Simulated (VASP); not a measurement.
Runs of VASP 6.6.1 on NbP. The structure is that of space group P6_3/mmc (No. 194), or close to it. The cells are those of the table. 

| level | potentials or basis | cell | gap on the mesh (eV) | pressure (GPa) |
| --- | --- | --- | --- | --- |
| PBE | VASP PAW PBE potentials, release 64 (Nb_sv, P) | a = 3.316, b = 3.316, c = 6.716 Å, angles 90.0, 90.0, 120.0°, 4 atoms | none | (b) |
| PBE | VASP PAW PBE potentials, release 64 (Nb_sv, P) | a = 3.345, b = 3.345, c = 6.733 Å, angles 90.0, 90.0, 120.0°, 4 atoms | none | (a) |
| PBEsol | VASP PAW PBE potentials, release 64 (Nb_sv, P) | a = 3.316, b = 3.316, c = 6.716 Å, angles 90.0, 90.0, 120.0°, 4 atoms | none | -5.6 |
| PBE | VASP PAW PBE potentials, release 64 (Nb_sv, P) | a = 3.255, b = 3.255, c = 6.693 Å, angles 90.0, 90.0, 120.0°, 4 atoms | none | (c) |
| PBE | VASP PAW PBE potentials, release 64 (Nb_sv, P) | a = 3.455, b = 3.455, c = 6.805 Å, angles 90.0, 90.0, 120.0°, 4 atoms | none | -14.1 |
| LDA | VASP PAW LDA potentials, release 64 (Nb_sv, P) | a = 3.316, b = 3.316, c = 6.716 Å, angles 90.0, 90.0, 120.0°, 4 atoms | none | -8.5 |
| PBE | VASP PAW PBE potentials, release 64 (Nb_sv, P) | a = 3.415, b = 3.415, c = 6.778 Å, angles 90.0, 90.0, 120.0°, 4 atoms | none | -10.7 |
| PBE | VASP PAW PBE potentials, release 64 (Nb_sv, P) | a = 3.286, b = 3.286, c = 6.706 Å, angles 90.0, 90.0, 120.0°, 4 atoms | none | 3.3 |
| PBE | VASP PAW PBE potentials, release 64 (Nb_sv, P) | a = 3.232, b = 3.232, c = 6.682 Å, angles 90.0, 90.0, 120.0°, 4 atoms | none | 10.7 |

Alike in all rows: task single point; no spin polarisation; k mesh 10 × 10 × 8; cutoff (eV) 500; smearing gaussian 0.05 eV.

Problem. Estimate the missing entries.

Solution. (a) -3.7; (b) -0.4; (c) 7.3.

Caveats: the PAW data sets were made with another functional, which shifts forces and pressure a little (some runs).

A k mesh can miss the band edges, and the runs leave out spin-orbit coupling on Nb.

A gap of «none» marks levels without a gap at the run's occupations.
